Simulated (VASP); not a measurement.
# Si: single point with r2SCAN

The system is Si.

```
Si
1.0
     2.71547   -2.71547    0.00000
     2.71547    0.00000   -2.71547
     5.25773    5.25773    5.25773
Si
6
Direct
  0.66667 0.66667 0.55948
  0.00000 0.00000 0.21516
  0.33333 0.33333 0.90379
  0.66667 0.66667 0.81771
  0.00000 0.00000 0.47340
  0.33333 0.33333 0.12908
```

This cell differs from its parent crystal: the distance across one plane changed.

```yaml
Program: VASP 6.6.1
Task: single point
Functional: r2SCAN
Potentials_or_basis: VASP PAW PBE potentials, release 64 (Si)
Cutoff: 520 eV
k_mesh: 8 × 8 × 3
Occupations: gaussian, width 0.05 eV
Spin: no spin polarisation
Dipole_correction: no
Further_INCAR_settings: ALGO = Normal; EDIFF = 1e-06; NBANDS = 21
```

```json
{
  "Pressure": "5.6 GPa",
  "Largest force": "4.634 eV/Å",
  "Band gap on the k mesh": "0.69 eV (least direct gap 1.77 eV)"
}
```

Forces in eV/Å, atoms in the order of the input:
```
Si   0.000  0.000  0.000
Si   0.195  0.195  0.195
Si  -2.676 -2.676 -2.676
Si  -0.195 -0.195 -0.195
Si   0.000  0.000  0.000
Si   2.676  2.676  2.676
```

Stress tensor (GPa, compression positive):
```
5.63 4.81 4.81
4.81 5.63 4.81
4.81 4.81 5.63
```

Levels at points of the mesh, in eV from the valence-band top:
```csv
k point,band 9,band 10,band 11,band 12,band 13,band 14,band 15,band 16
"(0.00, 0.00, 0.00)",-1.10,-0.17,0.00,0.00,1.78,2.07,2.50,2.50
"(0.50, 0.00, 0.00)",-2.97,-2.89,-2.07,-1.79,0.69,0.91,2.21,2.42
```

Wall time 6.9 min on 1 thread of Intel Xeon 8259CL, with other jobs on the host, peak memory 0.22 GiB.

Caveat: the cell differs from its parent crystal (the distance across one plane changed); the cell stands under pressure; the PAW data sets were made with another functional, which shifts forces and pressure a little. A k mesh can miss the band edges.
